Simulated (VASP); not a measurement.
Input of a VASP 6.6.1 run:

The input INCAR:

```
PREC     = Accurate       # precision mode
ENCUT    = 520            # plane-wave cutoff, eV
EDIFF    = 1E-7           # SCF threshold, eV
ISMEAR   = -1             # smearing method
SIGMA    = 0.05           # smearing width, eV
LREAL    = False          # projectors in reciprocal space
LASPH    = True           # aspherical terms in the spheres
NELM     = 150            # most SCF steps
ALGO     = Normal         # electronic algorithm
ISIF     = 2              # what is computed and relaxed
LWAVE    = False          # write WAVECAR
LCHARG   = True           # write CHGCAR
ISPIN    = 2              # spin polarisation
MAGMOM   = 1.7 1.7 1.7    # initial moments
LORBIT   = 11             # projections on sites
LMAXMIX  = 4              # l up to which the mixer works
GGA      = PE             # functional
LELF     = True           # ELF
LVHAR    = True         
NBANDS   = 24             # bands
```

The input KPOINTS:

```
regular mesh
0
Gamma
  10 10 14
```

Contents of POSCAR:

```
Co
1.0
    3.6313356630      0.0000000000      0.0000000000
   -1.8156678315      3.1448289338      0.0000000000
    0.0000000000      0.0000000000      2.2067168637
Co
3
Direct
    0.0000000000      0.0000000000      0.0000000000
    0.3333333333      0.6666666667      0.5000000000
    0.6666666667      0.3333333333      0.5000000000
```

Potentials or basis: VASP PAW PBE potentials, release 64 (Co).

Run with:

```sh
$ cat potpaw_PBE.64/Co/POTCAR > POTCAR
$ mpirun -np 1 vasp_std > vasp.out
```

(1) Estimate the site moments.

(2) Predict the net moment.

(3) Estimate the pressure.

Answers

(1) Co +1.39, +1.27 μB.

(2) 4.01 μB per cell.

(3) 103.0 GPa.
